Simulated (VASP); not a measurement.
# F (Pm-3m) in VASP: single point with LDA

Aim: the single point of F with LDA.

All numbers are computed with VASP 6.6.1; they aren't measurements. Logs are shortened: lines on timing, memory, paths and dates and some standing lists are left out, and cuts for length are marked.

**1. The cell of the first run**

The structure is cubic, space group Pm-3m (No. 221). The conventional cell has a = 2.092 Å, b = 2.092 Å, c = 2.092 Å, α = 90.00°, β = 90.00°, γ = 90.00°. F (site symmetry m-3m) has 6 F at 2.09 Å within 2.8 Å.

**2. Single point, LDA**

Input file INCAR:

```
ALGO = Normal ; EDIFF = 1E-6
ENCUT = 520 ; GGA = CA
ISIF = 2 ; ISMEAR = -1
LASPH = T ; LCHARG = F
LREAL = F ; LWAVE = F
NBANDS = 10 ; NELM = 60
PREC = Accurate ; SIGMA = 0.13605693000000002
```

Input file KPOINTS:

```
k-points
0
Gamma
  16 16 16
```

Input file POSCAR:

```
F
1.0
    2.0915762321      0.0000000000      0.0000000000
    0.0000000000      2.0915762321      0.0000000000
    0.0000000000      0.0000000000      2.0915762321
F
1
Direct
    0.0000000000      0.0000000000      0.0000000000
```

Potentials or basis: VASP PAW LDA potentials, release 64 (F).

Started as:

```bash
$ cat potpaw_LDA.64/F/POTCAR > POTCAR
$ mpirun -np 1 vasp_std > vasp.out
```

OUTCAR:

```text
EDIFF = 1E-6
   ENCUT = 520
   GGA = CA
   ISIF = 2
   ISMEAR = -1
   LASPH = T
   LREAL = F
   NELM = 60
   PREC = Accurate

 ion  position               nearest neighbor table
   1  0.000  0.000  0.000-

  LATTYP: Found a simple cubic cell.
 ALAT       =     2.0915762321

  Lattice vectors:

 A1 = (   2.0915762321,   0.0000000000,   0.0000000000)
 A2 = (   0.0000000000,   2.0915762321,   0.0000000000)
 A3 = (   0.0000000000,   0.0000000000,   2.0915762321)

Analysis of symmetry for initial positions (statically):
=====================================================================
 Subroutine PRICEL returns:
 Original cell was already a primitive cell.

 Routine SETGRP: Setting up the symmetry group for a
 simple cubic supercell.

 Subroutine GETGRP returns: Found 48 space group operations
[... 9 lines left out ...]

 Routine SETGRP: Setting up the symmetry group for a
 simple cubic supercell.

 Subroutine GETGRP returns: Found 48 space group operations
[... 11 lines left out ...]
                                     Primitive cell

  volume of cell :       9.1500

  direct lattice vectors                    reciprocal lattice vectors
     2.091576232  0.000000000  0.000000000     0.478108321  0.000000000  0.000000000
     0.000000000  2.091576232  0.000000000     0.000000000  0.478108321  0.000000000
     0.000000000  0.000000000  2.091576232     0.000000000  0.000000000  0.478108321

  length of vectors
     2.091576232  2.091576232  2.091576232     0.478108321  0.478108321  0.478108321

  position of ions in fractional coordinates (direct lattice)
     0.000000000  0.000000000  0.000000000

  ion indices of the primitive-cell ions
   primitive index   ion index
                 1           1

----------------------------------------------------------------------------------------

 KPOINTS: k-points

Automatic generation of k-mesh.
 Grid dimensions read from file:
 generate k-points for:   16   16   16

 Generating k-lattice:

  Cartesian coordinates                     Fractional coordinates (reciprocal lattice)
     0.029881770  0.000000000  0.000000000     0.062500000  0.000000000  0.000000000
     0.000000000  0.029881770  0.000000000     0.000000000  0.062500000  0.000000000
     0.000000000  0.000000000  0.029881770     0.000000000  0.000000000  0.062500000

  Length of vectors
     0.029881770  0.029881770  0.029881770

  Shift w.r.t. Gamma in fractional coordinates (k-lattice)
     0.000000000  0.000000000  0.000000000

 Subroutine IBZKPT returns following result:
 ===========================================

 Found    165 irreducible k-points:

 Following reciprocal coordinates:
            Coordinates               Weight
  0.000000  0.000000  0.000000      1.000000
  0.062500  0.000000  0.000000      6.000000
  0.125000  0.000000  0.000000      6.000000
  0.187500  0.000000  0.000000      6.000000
  0.250000  0.000000  0.000000      6.000000
  0.312500  0.000000  0.000000      6.000000
[... 16 lines left out ...]
  0.437500  0.125000  0.000000     24.000000
  0.500000  0.125000  0.000000     12.000000
 [... further k-points ...]
   k-points           NKPTS =    165   k-points in BZ     NKDIM =    165   number of bands    NBANDS=     10
   number of dos      NEDOS =    301   number of ions     NIONS =      1
   total plane-waves  NPLWV =   4096
   dimension x,y,z NGX =    16 NGY =   16 NGZ =   16
   dimension x,y,z NGXF=    32 NGYF=   32 NGZF=   32
   ions per type =               1
   NGX,Y,Z   is equivalent  to a cutoff of  12.72, 12.72, 12.72 a.u.
   NGXF,Y,Z  is equivalent  to a cutoff of  25.43, 25.43, 25.43 a.u.
 SYSTEM =  unknown system
   PREC   = accura    normal or accurate (medium, high low for compatibility)
   ISTART =      0    job   : 0-new  1-cont  2-samecut
   ICHARG =      2    charge: 1-file 2-atom 10-const
   ISPIN  =      1    spin polarized calculation?
   LNONCOLLINEAR =      F non collinear calculations
   LSORBIT =      F    spin-orbit coupling
   LASPH  =      T    aspherical Exc in radial PAW
   ENCUT  =  520.0 eV  38.22 Ry    6.18 a.u.   3.89  3.89  3.89*2*pi/ulx,y,z
   NELM   =     60;   NELMIN=  2; NELMDL= -5     # of ELM steps
   EDIFF  = 0.1E-05   stopping-criterion for ELM
   LREAL  =      F    real-space projection
   EDIFFG = 0.1E-04   stopping-criterion for IOM
   NSW    =      0    number of steps for IOM
   IBRION =     -1    ionic relax: 0-MD 1-quasi-New 2-CG
   NFREE  =      0    steps in history (QN), initial steepest desc. (CG)
   ISIF   =      2    stress and relaxation
   ISYM   =      2    0-nonsym 1-usesym 2-fastsym
   POTIM  = 0.5000    time-step for ionic-motion
   TEBEG  =    0.0;   TEEND  =   0.0 temperature during run
   PSTRESS=    0.0 pullay stress
   NELECT =       7.0000    total number of electrons
   NUPDOWN=      -1.0000    fix difference up-down
   EMIN   =  10.00;   EMAX   =-10.00  energy-range for DOS
   EFERMI =   0.00;   METHOD = LEGACY
   ISMEAR =    -1;   SIGMA  =   0.14  broadening in eV -4-tet -1-fermi 0-gaus
   EFERMI_NEDOS =   21; number of points for ismear=-14 and -15
   IALGO  =     38    algorithm
   IMIX   =      4    mixing-type and parameters
     AMIX     =   0.40;   BMIX     =  1.00
     AMIX_MAG =   1.60;   BMIX_MAG =  1.00
  volume/ion in A,a.u.               =       9.15        61.75
  Fermi-wavevector in a.u.,A,eV,Ry     =   1.497271  2.829432 30.501828  2.241821
  Thomas-Fermi vector in A             =   2.609181
   LORBIT       =      0    0 simple, 1 ext, 2 COOP (PROOUT), +10 PAW based schemes
   GGA     = CA    functional components
   LHFCALC =     F    Hartree Fock is set to
   AEXX    =    0.0000 exact exchange contribution
   IVDW    =     0    specifies the selected vdW correction
   LEPSILON=     F    determine dielectric tensor
   LRPA    =     F    only Hartree local field effects (RPA)
 non-spin polarized calculation
  energy-cutoff  :      520.00
  volume of cell :        9.15
 maximum number of plane-waves:       280
 NGX is ok and might be reduce to    16
   NGX =  7   NGY =  7   NGZ =  7

 number of electron       6.9999994 magnetization

 Free energy of the ion-electron system (eV)
  ---------------------------------------------------
  ext. energy  EPLUGINS =         0.00000000
  ---------------------------------------------------
  free energy    TOTEN  =        -1.60951643 eV

  energy without entropy =       -1.52575931  energy(sigma->0) =       -1.56763787

 E-fermi :  -2.1299     XC(G=0): -11.5307

 val. band max:       -2.1333401285   @ k =   0.2500   0.1250   0.0625
 cond. band min:      -2.1071479216   @ k =   0.1250   0.1250   0.0000
 fundamental gap:      0.0261922069
 Fermi energy:        -2.1299345332

 k-point     1 :       0.0000    0.0000    0.0000
  band No.  band energies     occupation
      1     -25.2290      2.00000
      2      -2.2663      1.46313
      3      -2.2663      1.46313
      4      -2.2663      1.46313
      5      10.7437      0.00000
      6      26.7933      0.00000
      7      26.7933      0.00000
      8      39.9622      0.00000
      9      39.9622      0.00000
     10      39.9622      0.00000

 k-point     2 :       0.0625    0.0000    0.0000
  band No.  band energies     occupation
      1     -25.1719      2.00000
      2      -2.5336      1.90212
      3      -2.2455      1.40090
      4      -2.2455      1.40090
      5      10.9342      0.00000
      6      26.7357      0.00000
      7      26.9169      0.00000
      8      39.8467      0.00000
      9      39.8467      0.00000
     10      39.9624      0.00000

 k-point     3 :       0.1250    0.0000    0.0000
  band No.  band energies     occupation
      1     -25.0057      2.00000
      2      -3.2637      1.99952
      3      -2.1859      1.20268
      4      -2.1859      1.20268
      5      11.4628      0.00000
      6      26.4793      0.00000
      7      27.2856      0.00000
      8      39.5037      0.00000
      9      39.5037      0.00000
     10      40.1393      0.00000

 k-point     4 :       0.1875    0.0000    0.0000
  band No.  band energies     occupation
      1     -24.7453      2.00000
      2      -4.2893      2.00000
      3      -2.0956      0.87442
      4      -2.0956      0.87442
      5      12.2423      0.00000
      6      25.8738      0.00000
      7      27.8930      0.00000
      8      38.9590      0.00000
      9      38.9590      0.00000
     10      40.8108      0.00000

 k-point     5 :       0.2500    0.0000    0.0000
  band No.  band energies     occupation
      1     -24.4197      2.00000
      2      -5.4270      2.00000
      3      -1.9877      0.52014
      4      -1.9877      0.52014
      5      13.1927      0.00000
      6      24.8646      0.00000
      7      28.7241      0.00000
      8      38.2788      0.00000
      9      38.2788      0.00000
     10      42.0900      0.00000

 k-point     6 :       0.3125    0.0000    0.0000
  band No.  band energies     occupation
      1     -24.0686      2.00000
      2      -6.5138      2.00000
      3      -1.8780      0.27127
      4      -1.8780      0.27127
      5      14.2674      0.00000
      6      23.5680      0.00000
      7      29.7470      0.00000
      8      37.5779      0.00000
      9      37.5779      0.00000
     10      43.8066      0.00000

 k-point     7 :       0.3750    0.0000    0.0000
  band No.  band energies     occupation
      1     -23.7481      2.00000
      2      -7.4114      2.00000
      3      -1.7837      0.14555
      4      -1.7837      0.14555
      5      15.4158      0.00000
      6      22.1548      0.00000
      7      30.8833      0.00000
      8      36.9754      0.00000
      9      36.9754      0.00000
     10      41.9802      0.00000

 k-point     8 :       0.4375    0.0000    0.0000
  band No.  band energies     occupation
      1     -23.5203      2.00000
      2      -8.0050      2.00000
      3      -1.7199      0.09365
      4      -1.7199      0.09365
      5      16.5158      0.00000
      6      20.8508      0.00000
      7      31.9286      0.00000
      8      36.5733      0.00000
      9      36.5733      0.00000
     10      40.1353      0.00000

 k-point     9 :       0.5000    0.0000    0.0000
  band No.  band energies     occupation
      1     -23.4362      2.00000
      2      -8.2130      2.00000
      3      -1.6972      0.07978
      4      -1.6972      0.07978
      5      17.0991      0.00000
      6      20.1968      0.00000
      7      32.4080      0.00000
      8      36.4328      0.00000
      9      36.4328      0.00000
     10      39.3901      0.00000
[... 118 lines left out ...]
 k-point    19 :       0.1875    0.1250    0.0000
  band No.  band energies     occupation
      1     -24.5294      2.00000
      2      -4.1769      2.00000
      3      -2.9933      1.99650
      4      -2.0189      0.61323
      5      12.7894      0.00000
      6      26.2705      0.00000
      7      27.5370      0.00000
      8      36.7153      0.00000
      9      38.9456      0.00000
     10      43.3446      0.00000

 k-point    20 :       0.2500    0.1250    0.0000
  band No.  band energies     occupation
      1     -24.2089      2.00000
      2      -5.2741      2.00000
      3      -2.8560      1.99042
      4      -1.9134      0.33834
      5      13.6253      0.00000
      6      25.2372      0.00000
      7      28.2228      0.00000
      8      36.2253      0.00000
      9      38.4712      0.00000
     10      44.1454      0.00000

 k-point    21 :       0.3125    0.1250    0.0000
  band No.  band energies     occupation
      1     -23.8643      2.00000
      2      -6.3321      2.00000
      3      -2.7089      1.97201
      4      -1.8063      0.16964
      5      14.5566      0.00000
      6      23.9196      0.00000
      7      29.0890      0.00000
      8      35.6204      0.00000
      9      37.9207      0.00000
     10      44.1960      0.00000

 k-point    22 :       0.3750    0.1250    0.0000
  band No.  band energies     occupation
      1     -23.5497      2.00000
      2      -7.2087      2.00000
      3      -2.5801      1.92943
      4      -1.7142      0.08995
      5      15.5252      0.00000
      6      22.5545      0.00000
      7      30.0981      0.00000
      8      34.7415      0.00000
      9      37.4112      0.00000
     10      43.8870      0.00000

 k-point    23 :       0.4375    0.1250    0.0000
  band No.  band energies     occupation
      1     -23.3264      2.00000
      2      -7.7892      2.00000
      3      -2.4923      1.86970
      4      -1.6521      0.05794
      5      16.3948      0.00000
      6      21.4013      0.00000
      7      31.1999      0.00000
      8      33.6647      0.00000
      9      37.0550      0.00000
     10      43.6233      0.00000

 k-point    24 :       0.5000    0.1250    0.0000
  band No.  band energies     occupation
      1     -23.2448      2.00000
      2      -7.9927      2.00000
      3      -2.4613      1.83895
      4      -1.6300      0.04949
      5      16.8010      0.00000
      6      20.8947      0.00000
      7      32.1035      0.00000
      8      32.7614      0.00000
      9      36.9285      0.00000
     10      43.5197      0.00000

 [... further k-points ...]

------------------------ aborting loop because EDIFF is reached ----------------------------------------

  FORCE on cell =-STRESS in cart. coord.  units (eV):
  Direction    XX          YY          ZZ          XY          YZ          ZX
  --------------------------------------------------------------------------------------
  -------------------------------------------------------------------------------------
  Total       -0.0620614     -0.0620614     -0.0620614     -0.0000000      0.0000000      0.0000000
  in kB      -10.8670415    -10.8670415    -10.8670415     -0.0000000      0.0000000      0.0000000
  external PRESSURE =     -10.8670415 kB  Pullay stress =       0.0000000 kB

 VOLUME and BASIS-vectors are now :
 -----------------------------------------------------------------------------
  energy-cutoff  :      520.00
  volume of cell :        9.15
      direct lattice vectors                 reciprocal lattice vectors
     2.091576232  0.000000000  0.000000000     0.478108321  0.000000000  0.000000000
     0.000000000  2.091576232  0.000000000     0.000000000  0.478108321  0.000000000
     0.000000000  0.000000000  2.091576232     0.000000000  0.000000000  0.478108321

 POSITION                                       TOTAL-FORCE (eV/Angst)
 -----------------------------------------------------------------------------------
      0.00000      0.00000      0.00000         0.000000      0.000000      0.000000
 -----------------------------------------------------------------------------------
    total drift:                               -0.000000      0.000000      0.000000

  FREE ENERGIE OF THE ION-ELECTRON SYSTEM (eV)
  ---------------------------------------------------
  free  energy   TOTEN  =        -1.6095164331 eV

  energy  without entropy=       -1.5257593125  energy(sigma->0) =       -1.56763787
```

Wall time 2.3 s (1 thread of Intel Xeon 6975P-C (Granite Rapids), shared host); peak memory 0.11 GiB.

Results:

| Property | Result |
| --- | --- |
| Free energy | -1.6095 eV |
| Pressure | -1.1 GPa |

Levels at points of the mesh, in eV from the Fermi level:
| k point | band 1 | band 2 | band 3 | band 4 | band 5 | band 6 | band 7 | band 8 | band 9 |
| --- | --- | --- | --- | --- | --- | --- | --- | --- | --- |
| (0.00, 0.00, 0.00) | -23.10 | -0.14 | -0.14 | -0.14 | 12.87 | 28.92 | 28.92 | 42.09 | 42.09 |
| (0.50, 0.00, 0.00) | -21.31 | -6.08 | 0.43 | 0.43 | 19.23 | 22.33 | 34.54 | 38.56 | 38.56 |
| (0.50, 0.50, 0.00) | -19.80 | -4.38 | -4.38 | 0.91 | 16.08 | 28.22 | 28.22 | 32.61 | 44.31 |
| (0.50, 0.50, 0.50) | -18.49 | -3.16 | -3.16 | -3.16 | 22.93 | 22.93 | 22.93 | 26.71 | 39.92 |

Caveat: an odd number of electrons without spin polarisation forces a metal; a magnetic or distorted state may lie lower.
